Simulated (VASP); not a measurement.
Write the native input for VASP 6.6.1 that does the following.

```yaml
Task: single point
Functional: r2SCAN
Potentials_or_basis: VASP PAW PBE potentials, release 64 (Ti_sv)
Cutoff: 520 eV
k_mesh: 20 × 20 × 20
Occupations: gaussian, width 0.15 eV
Spin: no spin polarisation
Dipole_correction: no
Further_INCAR_settings: ALGO = Normal; EDIFF = 1e-07; NBANDS = 12
```

The system is Ti.

```
Ti
1.0
     0.03806    2.03000    2.03000
     2.03000    0.03806    2.03000
     2.06806    2.06806    0.00000
Ti
1
Direct
  0.00000 0.00000 0.00000
```

This cell differs from its parent crystal: strain +0.0375 x Voigt [0, 0, 0, 0, 0, 1].

One way to write it, as run:

POSCAR

```
Ti
1.0
    0.0380625000      2.0300000000      2.0300000000
    2.0300000000      0.0380625000      2.0300000000
    2.0680625000      2.0680625000      0.0000000000
Ti
1
Direct
    0.0000000000      0.0000000000      0.0000000000
```

INCAR.step1

```
ALGO = Normal
EDIFF = 1E-4
ENCUT = 520
GGA = PE
ISMEAR = 0
LASPH = T
LCHARG = F
LREAL = F
LWAVE = T
NBANDS = 12
NELM = 60
PREC = Accurate
SIGMA = 0.15
```

INCAR.step2

```
ALGO = Normal
EDIFF = 1E-7
ENCUT = 520
ISIF = 2
ISMEAR = 0
ISTART = 1
LASPH = T
LCHARG = T
LELF = T
LMIXTAU = T
LREAL = F
LVHAR = T
LWAVE = F
METAGGA = R2SCAN
NBANDS = 12
NELM = 60
PREC = Accurate
SIGMA = 0.15
```

KPOINTS

```
k-points
0
Gamma
  20 20 20
```

Potentials or basis: VASP PAW PBE potentials, release 64 (Ti_sv).

The run is started by

```sh
$ cat potpaw_PBE.64/Ti_sv/POTCAR > POTCAR
$ cp INCAR.step1 INCAR
$ mpirun -np 1 vasp_std > vasp.out
$ cp INCAR.step2 INCAR
$ mpirun -np 1 vasp_std > vasp.out
```

Results of the run:

- Pressure: 4.9 GPa
- Band gap on the k mesh: zero (band 6 reaches 9.55 eV, above the bottom of band 7 at 8.20 eV)

Caveat: the cell differs from its parent crystal (strain +0.0375 x Voigt [0, 0, 0, 0, 0, 1]); the PAW data sets were made with another functional, which shifts forces and pressure a little.

Run time: 9.2 min on 1 thread of Intel(R) Xeon(R) Platinum 8124M CPU @ 3.00GHz (Skylake/Cascade Lake) (shared host), peak memory 0.33 GiB.
